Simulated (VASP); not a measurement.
# MgS: relaxation of cell and atoms with LDA

The system is MgS.

```xyz
2
Lattice="0.0000 2.8331 2.8331 2.8331 0.0000 2.8331 2.8331 2.8331 0.0000" Properties=species:S:1:pos:R:3 pbc="T T T"
Mg    0.0000    0.0000    0.0000
S     4.2497    4.2497    4.2497
```

```yaml
Program: VASP 6.6.1
Task: relaxation of cell and atoms
Functional: LDA
Potentials_or_basis: VASP PAW LDA potentials, release 64 (Mg, S)
Cutoff: 600 eV
k_mesh: 7 × 7 × 7
Occupations: gaussian, width 0.01 eV
Spin: no spin polarisation
Target_pressure: 40 GPa
Dipole_correction: no
Further_INCAR_settings: ALGO = Normal; EDIFF = 1e-07; IBRION = 2; EDIFFG = -0.02; NSW = 80; ISIF = 3
```

```
Relaxed volume                                         : 15.69 Å³/atom
Relaxed cell                                           : a = 3.540 Å, b = 3.540 Å, c = 3.540 Å, α = 60.00°, β = 60.00°, γ = 60.00°
Space group after relaxing (to 0.05 Å)                 : F-43m (No. 216)
Energy change on relaxing (the enthalpy is what falls) : +569.6 meV/atom
Ionic steps                                            : 5
Pressure after relaxing                                : 40.2 GPa
Band gap on the k mesh                                 : 3.32 eV, indirect (least direct gap 4.81 eV)
```

Step by step:
```csv
step,energy change (eV),largest force (eV/Å),pressure (GPa),volume (Å³)
1,0.0000,0.0000,-2.50,45.48
2,16.5264,0.0000,437.37,16.21
3,0.6097,0.0000,25.89,33.98
4,0.8911,0.0000,33.66,32.46
5,1.1392,0.0000,40.20,31.38
```

Final structure:
```yaml
crystal:
  lattice:
    - [0.00000, 2.50342, 2.50342]
    - [2.50342, 0.00000, 2.50342]
    - [2.50342, 2.50342, 0.00000]
  atoms:
    - { symbol: Mg, position: [0.00000, 0.00000, 0.00000] }
    - { symbol: S, position: [0.75000, 0.75000, 0.75000] }
```

Levels at points of the mesh, in eV from the valence-band top:
| k point | band 2 | band 3 | band 4 | band 5 | band 6 | band 7 |
| --- | --- | --- | --- | --- | --- | --- |
| (0.00, 0.00, 0.00) | 0.00 | 0.00 | 0.00 | 5.32 | 8.66 | 8.66 |

It took 26 s on 1 thread of Intel Xeon 6975P-C, with other jobs on the host, peak memory 0.17 GiB.

Caveat: the cell is relaxed towards a set pressure, so the enthalpy falls and the energy may rise; the volume moved by over 15 % at a fixed basis, so the end points are rough. A k mesh can miss the band edges.
